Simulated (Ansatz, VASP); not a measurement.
**Two plane-wave programs on BiAs**

```
As Bi
1.0
     0.00000    3.35315    3.35315
     3.35315    0.00000    3.35315
     3.35315    3.35315    0.00000
As Bi
1 1
Cartesian
  0.0000 0.0000 0.0000
  1.6766 1.6766 1.6766
```

Alike in both runs: functional PBE; k mesh 10 × 10 × 10; occupations fermi-dirac, width 0.05 eV; no spin polarisation.

Ansatz relaxed the structure, and its values are those at the end. VASP's run is a single point on that final structure, the one shown.

|  | VASP | Ansatz |
| --- | --- | --- |
| version | VASP 6.6.1 | Ansatz 0.2.0 |
| potentials or method | VASP PAW PBE potentials, release 64 (As, Bi_d) | PAW with Ansatz's default frozen-core files, scalar-relativistic |
| plane-wave cutoff (eV) | 520 | 420 |
| valence electrons in the cell | 20 | 30 |

```tsv
	VASP	Ansatz	Ansatz less VASP
pressure (GPa)	0.0	0.0	0.00
```

The functional is the same, so the differences come from potentials, cutoffs and numerics. VASP's potentials hold 20 valence electrons a cell and Ansatz's 30, so a difference there can come from the potentials and not from the codes.

Spin-orbit coupling is off throughout.
